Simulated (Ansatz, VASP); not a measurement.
BaTiO3 in VASP and in Ansatz

```xyz
5
Lattice="2.8277 1.6326 2.2946 -2.8277 1.6326 2.2946 0.0000 -3.2651 2.2946" Properties=species:S:1:pos:R:3 pbc="T T T"
Ba    0.0000    0.0000    0.0000
Ti    0.0000    0.0000    3.5382
O     0.0000   -1.5996    4.5081
O    -1.3853    0.7998    4.5081
O     1.3853    0.7998    4.5081
```

Change from the starting cell: zz strain of -1 %.

Alike in both runs: task single point; functional PBE; k mesh 9 × 9 × 9; occupations fermi-dirac, width 0.05 eV; no spin polarisation.

|  | VASP | Ansatz |
| --- | --- | --- |
| version | VASP 6.6.1 | Ansatz 0.2.0 |
| potentials or method | VASP PAW PBE potentials, release 64 (Ba_sv, Ti_sv, O), cutoff 520 eV | all-electron LAPW, scalar-relativistic |

```csv
,VASP,Ansatz,Ansatz less VASP
gap on the k mesh at the Fermi level (eV),2.41,2.46,+0.049
pressure (GPa),8.7,6.8,-1.89
"traceless stress, the component that is largest in VASP (GPa)",1.33,1.32,-0.002
rms of the force components (eV/Å),0.137,0.114,-0.0233
```

Atom by atom the forces differ by 0.029 eV/Å (rms over components). Ansatz ran all-electron here, and VASP with PAW potentials.

Neither program's run includes spin-orbit coupling.
